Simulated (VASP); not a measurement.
A run of VASP 6.6.1:

Contents of POSCAR:

```
Si2W
1.0
   -1.6069000000      1.6069000000      3.9149500000
    1.6069000000     -1.6069000000      3.9149500000
    1.6069000000      1.6069000000     -3.9149500000
Si W
2 1
Direct
    0.3347000000      0.3347000000      0.0000000000
    0.6653000000      0.6653000000      0.0000000000
    0.0000000000      0.0000000000      0.0000000000
```

The input INCAR.step1:

```
PREC = Accurate
ENCUT = 520
ISMEAR = 0
SIGMA = 0.1
LREAL = False
LASPH = True
NELM = 60
NBANDS = 18
GGA = PE
ALGO = Normal
EDIFF = 1E-4
LWAVE = True
LCHARG = False
```

File INCAR.step2:

```
PREC = Accurate
ENCUT = 520
EDIFF = 1E-7
ISMEAR = 0
SIGMA = 0.1
LREAL = False
LASPH = True
NELM = 60
ALGO = Normal
ISIF = 2
LWAVE = False
LCHARG = False
METAGGA = R2SCAN
LMIXTAU = True
NBANDS = 18
ISTART = 1
```

File KPOINTS:

```
Automatic mesh
0
Gamma
  8 8 8
```

Potentials or basis: VASP PAW PBE potentials, release 64 (Si, W_sv).

Command:

```bash
$ cat potpaw_PBE.64/Si/POTCAR potpaw_PBE.64/W_sv/POTCAR > POTCAR
$ cp INCAR.step1 INCAR
$ mpirun -np 1 vasp_std > vasp.out
$ cp INCAR.step2 INCAR
$ mpirun -np 1 vasp_std > vasp.out
```

Hardware: 1 thread of Intel(R) Xeon(R) Platinum 8259CL CPU @ 2.50GHz (Skylake/Cascade Lake), with other jobs on the host.

Problem. Estimate the wall time of this run.

Solution. Wall time 5.4 min on 1 thread of Intel(R) Xeon(R) Platinum 8259CL CPU @ 2.50GHz (Skylake/Cascade Lake), on a shared host, peak memory 0.24 GiB. Counts: k points 59.
